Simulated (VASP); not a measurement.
# SnO in VASP: notebook

Runs on SnO. Level: PBE+D3(BJ). Tasks: single point.

All numbers are computed with VASP 6.6.1; they aren't measurements. Logs are shortened: lines on timing, memory, paths and dates and some standing lists are left out, and cuts for length are marked.

### 1 The cell of the first run

The typed cell holds 8 atoms: a = 3.837 Å, b = 3.837 Å, c = 9.527 Å, α = 90.00°, β = 90.00°, γ = 90.00°.

### 2 Single point, PBE+D3(BJ)

Input file INCAR:

```
ALGO = Normal
EDIFF = 1E-6
ENCUT = 520
GGA = PE
ISIF = 2
ISMEAR = 0
IVDW = 12
LASPH = True
LCHARG = False
LREAL = False
LWAVE = False
NBANDS = 50
NELM = 60
PREC = Accurate
SIGMA = 0.1
```

Input file KPOINTS:

```
k-points
0
Gamma
  10 10 4
```

Input file POSCAR:

```
SnO
1.0
    2.7131243547     -2.7131038094      0.0000000000
    2.7131243547      2.7131038094      0.0000000000
    0.0000000000      0.0000000000      9.5271434185
Sn O
4 4
Direct
    0.7500095881      0.2499904119      0.8716241891
    0.2499904119      0.7500095881      0.1283758109
    0.7499904119      0.2500095881      0.3716241891
    0.2500095881      0.7499904119      0.6283758109
    0.2500040703      0.2499959297      0.2500000000
    0.7499959297      0.7500040703      0.7500000000
    0.2499959297      0.2500040703      0.7500000000
    0.7500040703      0.7499959297      0.2500000000
```

Potentials or basis: VASP PAW PBE potentials, release 64 (Sn_d, O).

The run is started by

```sh
$ cat potpaw_PBE.64/Sn_d/POTCAR potpaw_PBE.64/O/POTCAR > POTCAR
$ mpirun -np 1 vasp_std > vasp.out
```

OUTCAR:

```text
EDIFF = 1E-6
   ENCUT = 520
   GGA = PE
   ISIF = 2
   ISMEAR = 0
   IVDW = 12
   LASPH = True
   LREAL = False
   NELM = 60
   PREC = Accurate
 IVDW          = 12

 ion  position               nearest neighbor table
   1  0.750  0.250  0.872-   6 2.24   7 2.24   6 2.24   7 2.24   4 3.57   4 3.57   4 3.57   4 3.57
                             2 3.65   2 3.65   2 3.65   2 3.65
   2  0.250  0.750  0.128-   5 2.24   8 2.24   8 2.24   5 2.24   3 3.57   3 3.57   3 3.57   3 3.57
                             1 3.65   1 3.65   1 3.65   1 3.65
   3  0.750  0.250  0.372-   5 2.24   8 2.24   5 2.24   8 2.24   2 3.57   2 3.57   2 3.57   2 3.57
                             4 3.65   4 3.65   4 3.65   4 3.65
   4  0.250  0.750  0.628-   6 2.24   7 2.24   7 2.24   6 2.24   1 3.57   1 3.57   1 3.57   1 3.57
                             3 3.65   3 3.65   3 3.65   3 3.65
   5  0.250  0.250  0.250-   2 2.24   3 2.24   2 2.24   3 2.24
   6  0.750  0.750  0.750-   1 2.24   4 2.24   4 2.24   1 2.24
   7  0.250  0.250  0.750-   1 2.24   4 2.24   1 2.24   4 2.24
   8  0.750  0.750  0.250-   2 2.24   3 2.24   3 2.24   2 2.24

  LATTYP: Found a simple tetragonal cell.
 ALAT       =     3.8369227311
 C/A-ratio  =     2.4830167523

  Lattice vectors:

 A1 = (   2.7131243547,  -2.7131038094,   0.0000000000)
 A2 = (   2.7131243547,   2.7131038094,   0.0000000000)
 A3 = (   0.0000000000,   0.0000000000,   9.5271434185)

Analysis of symmetry for initial positions (statically):
=====================================================================
 Subroutine PRICEL returns:
 Original cell was already a primitive cell.

 Routine SETGRP: Setting up the symmetry group for a
 simple tetragonal supercell.

 Subroutine GETGRP returns: Found  8 space group operations
 (whereof  4 operations were pure point group operations)
 out of a pool of 16 trial point group operations.

The static configuration has the point symmetry C_2h.
 The point group associated with its full space group is D_2h.

Analysis of symmetry for dynamics (positions and initial velocities):
=====================================================================
 Subroutine PRICEL returns:
 Original cell was already a primitive cell.

 Routine SETGRP: Setting up the symmetry group for a
 simple tetragonal supercell.

 Subroutine GETGRP returns: Found  8 space group operations
 (whereof  4 operations were pure point group operations)
 out of a pool of 16 trial point group operations.

The dynamic configuration has the point symmetry C_2h.
 The point group associated with its full space group is D_2h.

 Subroutine INISYM returns: Found  8 space group operations
 (whereof  4 operations are pure point group operations),
 and found     1 'primitive' translations

----------------------------------------------------------------------------------------

                                     Primitive cell

  volume of cell :     140.2584

  direct lattice vectors                    reciprocal lattice vectors
     2.713124355 -2.713103809  0.000000000     0.184289378 -0.184290774  0.000000000
     2.713124355  2.713103809  0.000000000     0.184289378  0.184290774  0.000000000
     0.000000000  0.000000000  9.527143418     0.000000000  0.000000000  0.104963257

  length of vectors
     3.836922731  3.836922731  9.527143418     0.260625525  0.260625525  0.104963257

  position of ions in fractional coordinates (direct lattice)
     0.750009588  0.249990412  0.871624189
     0.249990412  0.750009588  0.128375811
     0.749990412  0.250009588  0.371624189
     0.250009588  0.749990412  0.628375811
     0.250004070  0.249995930  0.250000000
     0.749995930  0.750004070  0.750000000
     0.249995930  0.250004070  0.750000000
     0.750004070  0.749995930  0.250000000

  ion indices of the primitive-cell ions
   primitive index   ion index
                 1           1
                 2           2
                 3           3
                 4           4
                 5           5
                 6           6
                 7           7
                 8           8

----------------------------------------------------------------------------------------

 KPOINTS: k-points

Automatic generation of k-mesh.
 Grid dimensions read from file:
 generate k-points for:   10   10    4

 Generating k-lattice:

  Cartesian coordinates                     Fractional coordinates (reciprocal lattice)
     0.018428938 -0.018429077  0.000000000     0.100000000  0.000000000  0.000000000
     0.018428938  0.018429077  0.000000000     0.000000000  0.100000000  0.000000000
     0.000000000  0.000000000  0.026240814     0.000000000  0.000000000  0.250000000

  Length of vectors
     0.026062552  0.026062552  0.026240814

  Shift w.r.t. Gamma in fractional coordinates (k-lattice)
     0.000000000  0.000000000  0.000000000

 Subroutine IBZKPT returns following result:
 ===========================================

 Found     93 irreducible k-points:

 Following reciprocal coordinates:
            Coordinates               Weight
  0.000000  0.000000  0.000000      1.000000
  0.100000  0.000000  0.000000      4.000000
  0.200000  0.000000  0.000000      4.000000
  0.300000  0.000000  0.000000      4.000000
  0.400000  0.000000  0.000000      4.000000
  0.500000  0.000000  0.000000      2.000000
[... 16 lines left out ...]
  0.300000  0.300000  0.000000      2.000000
 -0.300000  0.300000  0.000000      2.000000
 [... further k-points ...]
   k-points           NKPTS =     93   k-points in BZ     NKDIM =     93   number of bands    NBANDS=     50
   number of dos      NEDOS =    301   number of ions     NIONS =      8
   total plane-waves  NPLWV =  64800
   dimension x,y,z NGX =    30 NGY =   30 NGZ =   72
   dimension x,y,z NGXF=    60 NGYF=   60 NGZF=  144
   ions per type =               4   4
   NGX,Y,Z   is equivalent  to a cutoff of  13.00, 13.00, 12.56 a.u.
   NGXF,Y,Z  is equivalent  to a cutoff of  26.00, 26.00, 25.13 a.u.
 SYSTEM =  unknown system
   PREC   = accura    normal or accurate (medium, high low for compatibility)
   ISTART =      0    job   : 0-new  1-cont  2-samecut
   ICHARG =      2    charge: 1-file 2-atom 10-const
   ISPIN  =      1    spin polarized calculation?
   LNONCOLLINEAR =      F non collinear calculations
   LSORBIT =      F    spin-orbit coupling
   LASPH  =      T    aspherical Exc in radial PAW
   ENCUT  =  520.0 eV  38.22 Ry    6.18 a.u.   7.13  7.13 17.71*2*pi/ulx,y,z
   NELM   =     60;   NELMIN=  2; NELMDL= -5     # of ELM steps
   EDIFF  = 0.1E-05   stopping-criterion for ELM
   LREAL  =      F    real-space projection
   EDIFFG = 0.1E-04   stopping-criterion for IOM
   NSW    =      0    number of steps for IOM
   IBRION =     -1    ionic relax: 0-MD 1-quasi-New 2-CG
   NFREE  =      0    steps in history (QN), initial steepest desc. (CG)
   ISIF   =      2    stress and relaxation
   ISYM   =      2    0-nonsym 1-usesym 2-fastsym
   POTIM  = 0.5000    time-step for ionic-motion
   TEBEG  =    0.0;   TEEND  =   0.0 temperature during run
   PSTRESS=    0.0 pullay stress
   NELECT =      80.0000    total number of electrons
   NUPDOWN=      -1.0000    fix difference up-down
   EMIN   =  10.00;   EMAX   =-10.00  energy-range for DOS
   EFERMI =   0.00;   METHOD = LEGACY
   ISMEAR =     0;   SIGMA  =   0.10  broadening in eV -4-tet -1-fermi 0-gaus
   EFERMI_NEDOS =   21; number of points for ismear=-14 and -15
   IALGO  =     38    algorithm
   IMIX   =      4    mixing-type and parameters
     AMIX     =   0.40;   BMIX     =  1.00
     AMIX_MAG =   1.60;   BMIX_MAG =  1.00
  volume/ion in A,a.u.               =      17.53       118.31
  Fermi-wavevector in a.u.,A,eV,Ry     =   1.357673  2.565630 25.079297  1.843276
  Thomas-Fermi vector in A             =   2.484572
   LORBIT       =      0    0 simple, 1 ext, 2 COOP (PROOUT), +10 PAW based schemes
   GGA     = PE    functional components
   LHFCALC =     F    Hartree Fock is set to
   AEXX    =    0.0000 exact exchange contribution
   IVDW    =    12    specifies the selected vdW correction
   LEPSILON=     F    determine dielectric tensor
   LRPA    =     F    only Hartree local field effects (RPA)
 non-spin polarized calculation
 Gauss-broadening in eV      SIGMA  =   0.10
  energy-cutoff  :      520.00
  volume of cell :      140.26
 maximum number of plane-waves:      3812
 NGX is ok and might be reduce to    30
   NGX = 15   NGY = 15   NGZ = 35

 number of electron      80.0000027 magnetization

 Free energy of the ion-electron system (eV)
  ---------------------------------------------------
  ext. energy  EPLUGINS =         0.00000000
  ---------------------------------------------------
  free energy    TOTEN  =       -45.38061888 eV

  energy without entropy =      -45.37949434  energy(sigma->0) =      -45.38005661

 E-fermi :   7.1471     XC(G=0): -10.2727

 val. band max:        7.0903093996   @ k =   0.5000   0.5000   0.0000
 cond. band min:       7.3392733472   @ k =   0.5000   0.5000   0.2500
 fundamental gap:      0.2489639476
 Fermi energy:         7.1471473207

 k-point     1 :       0.0000    0.0000    0.0000
  band No.  band energies     occupation
      1     -14.8422      2.00000
      2     -14.8215      2.00000
      3     -14.4617      2.00000
      4     -14.4502      2.00000
      5     -14.4502      2.00000
      6     -14.4411      2.00000
[... 42 lines left out ...]
     49      12.9411      0.00000
     50      12.9412      0.00000

 k-point     2 :       0.1000    0.0000    0.0000
  band No.  band energies     occupation
      1     -14.8365      2.00000
      2     -14.8180      2.00000
      3     -14.4611      2.00000
      4     -14.4484      2.00000
      5     -14.4475      2.00000
      6     -14.4398      2.00000
[... 1158 lines left out ...]
 k-point    24 :      -0.3000    0.3000    0.0000
  band No.  band energies     occupation
      1     -14.7882      2.00000
      2     -14.7751      2.00000
      3     -14.6712      2.00000
      4     -14.6672      2.00000
      5     -14.4350      2.00000
      6     -14.4335      2.00000
[... 42 lines left out ...]
     49      12.6724      0.00000
     50      13.9547      0.00000

 [... further k-points ...]

------------------------ aborting loop because EDIFF is reached ----------------------------------------

 Edisp (eV)   -1.87705

 E8    (eV) :    -0.8145

  FORCE on cell =-STRESS in cart. coord.  units (eV):
  Direction    XX          YY          ZZ          XY          YZ          ZX
  --------------------------------------------------------------------------------------
  -------------------------------------------------------------------------------------
  Total       0.12976     0.13083     0.12720     0.00000     0.00000     0.00000
  in kB       1.48228     1.49446     1.45301     0.00000     0.00000     0.00000
  external pressure =        1.48 kB  Pullay stress =        0.00 kB

 VOLUME and BASIS-vectors are now :
 -----------------------------------------------------------------------------
  energy-cutoff  :      520.00
  volume of cell :      140.26
      direct lattice vectors                 reciprocal lattice vectors
     2.713124355 -2.713103809  0.000000000     0.184289378 -0.184290774  0.000000000
     2.713124355  2.713103809  0.000000000     0.184289378  0.184290774  0.000000000
     0.000000000  0.000000000  9.527143418     0.000000000  0.000000000  0.104963257

 POSITION                                       TOTAL-FORCE (eV/Angst)
 -----------------------------------------------------------------------------------
      2.71312     -1.35660      8.30409         0.000000      0.000270      0.080855
      2.71312      1.35660      1.22305         0.000000     -0.000270     -0.080855
      2.71312     -1.35650      3.54052         0.000000     -0.000270      0.080855
      2.71312      1.35650      5.98663         0.000000      0.000270     -0.080855
      1.35656     -0.00002      2.38179         0.000000      0.000252     -0.000000
      4.06969      0.00002      7.14536         0.000000     -0.000252      0.000000
      1.35656      0.00002      7.14536         0.000000     -0.000252      0.000000
      4.06969     -0.00002      2.38179         0.000000      0.000252     -0.000000
 -----------------------------------------------------------------------------------
    total drift:                                0.000000      0.000000      0.000000

  FREE ENERGIE OF THE ION-ELECTRON SYSTEM (eV)
  ---------------------------------------------------
  free  energy   TOTEN  =       -47.2576653086 eV

  energy  without entropy=      -47.2565407637  energy(sigma->0) =      -47.25710304
```

Run time: 18 min. Hardware: 1 thread of Intel Xeon 8259CL, shared host; peak memory 0.57 GiB.

Results:

| Property | Result |
| --- | --- |
| Free energy | -47.2577 eV |
| Pressure | 0.1 GPa |
| Largest force | 0.081 eV/Å |
| Dispersion energy per atom | -0.235 eV |

Forces on the atoms (eV/Å):
```
Sn   0.000  0.000  0.081
Sn   0.000  0.000 -0.081
Sn   0.000  0.000  0.081
Sn   0.000  0.000 -0.081
O    0.000  0.000  0.000
O    0.000  0.000  0.000
O    0.000  0.000  0.000
O    0.000  0.000  0.000
```

Levels at points of the mesh, in eV from the Fermi level:
| k point | band 38 | band 39 | band 40 | band 41 | band 42 | band 43 |
| --- | --- | --- | --- | --- | --- | --- |
| (0.00, 0.00, 0.00) | -3.07 | -2.14 | -0.07 | 1.66 | 2.09 | 2.77 |
| (0.50, 0.00, 0.00) | -2.73 | -1.73 | -1.73 | 2.63 | 2.63 | 3.22 |
| (0.50, 0.50, 0.00) | -2.46 | -1.92 | -1.92 | -0.06 | -0.06 | 2.28 |
| (0.00, 0.00, 0.50) | -3.12 | -0.61 | -0.61 | 1.63 | 1.63 | 3.37 |
| (0.50, 0.00, 0.50) | -2.19 | -2.19 | -2.19 | 2.92 | 2.92 | 2.92 |
| (0.50, 0.50, 0.50) | -2.38 | -2.38 | -2.38 | 0.85 | 0.85 | 0.85 |

Caveat: spin-orbit coupling is left out, which moves the levels of the heavy elements.

### 3 Single point, PBE+D3(BJ)

Input file INCAR:

```
SYSTEM = SnO
ALGO     = Normal         ! electronic algorithm
EDIFF    = 1E-6           ! SCF threshold, eV
ENCUT    = 520            ! plane-wave cutoff, eV
GGA      = PE             ! functional
ISIF     = 2              ! what is computed and relaxed
ISMEAR   = 0              ! smearing method
IVDW     = 12             ! dispersion correction
LASPH    = .True.         ! aspherical terms in the spheres
LCHARG   = .False.        ! write CHGCAR
LREAL    = .False.        ! projectors in reciprocal space
LWAVE    = .False.        ! write WAVECAR
NBANDS   = 50             ! bands
NELM     = 100            ! most SCF steps
PREC     = Accurate       ! precision mode
SIGMA    = 0.02           ! smearing width, eV
```

Input file KPOINTS:

```
k-points
0
Gamma
  10 10 4
  0 0 0
```

POSCAR is that of step 2.

Potentials or basis: VASP PAW PBE potentials, release 64 (Sn_d, O).

The run is started by

```sh
$ cat potpaw_PBE.64/Sn_d/POTCAR potpaw_PBE.64/O/POTCAR > POTCAR
$ mpirun -np 1 vasp_std > vasp.out
```

Run time: 18 min. Hardware: 1 thread of Intel Xeon 8259CL, shared host; peak memory 0.57 GiB.

It converged, with:

- Free energy: -47.2568 eV
- Pressure: 0.2 GPa
- Largest force: 0.078 eV/Å
- Dispersion energy per atom: -0.235 eV

Forces in eV/Å, atoms in the order of the input:
```
Sn   0.000  0.000  0.078
Sn   0.000  0.000 -0.078
Sn   0.000  0.000  0.078
Sn   0.000  0.000 -0.078
O    0.000  0.000  0.000
O    0.000  0.000  0.000
O    0.000  0.000  0.000
O    0.000  0.000  0.000
```

Levels at points of the mesh, in eV from the Fermi level:
| k point | band 36 | band 37 | band 38 | band 39 | band 40 | band 41 | band 42 | band 43 | band 44 | band 45 |
| --- | --- | --- | --- | --- | --- | --- | --- | --- | --- | --- |
| (0.00, 0.00, 0.00) | -3.06 | -3.06 | -3.02 | -2.09 | -0.01 | 1.71 | 2.15 | 2.82 | 2.82 | 3.56 |
| (0.50, 0.00, 0.00) | -4.65 | -2.68 | -2.68 | -1.68 | -1.68 | 2.68 | 2.68 | 3.27 | 3.27 | 5.27 |
| (0.50, 0.50, 0.00) | -2.41 | -2.41 | -2.41 | -1.86 | -1.86 | 0.00 | 0.00 | 2.33 | 2.33 | 4.21 |
| (0.00, 0.00, 0.50) | -3.07 | -3.07 | -3.07 | -0.56 | -0.56 | 1.68 | 1.68 | 3.42 | 3.42 | 3.42 |
| (0.50, 0.00, 0.50) | -4.68 | -2.13 | -2.13 | -2.13 | -2.13 | 2.97 | 2.97 | 2.97 | 2.97 | 5.52 |
| (0.50, 0.50, 0.50) | -2.41 | -2.33 | -2.33 | -2.33 | -2.33 | 0.91 | 0.91 | 0.91 | 0.91 | 5.16 |

Caveat: spin-orbit coupling is left out, which moves the levels of the heavy elements.
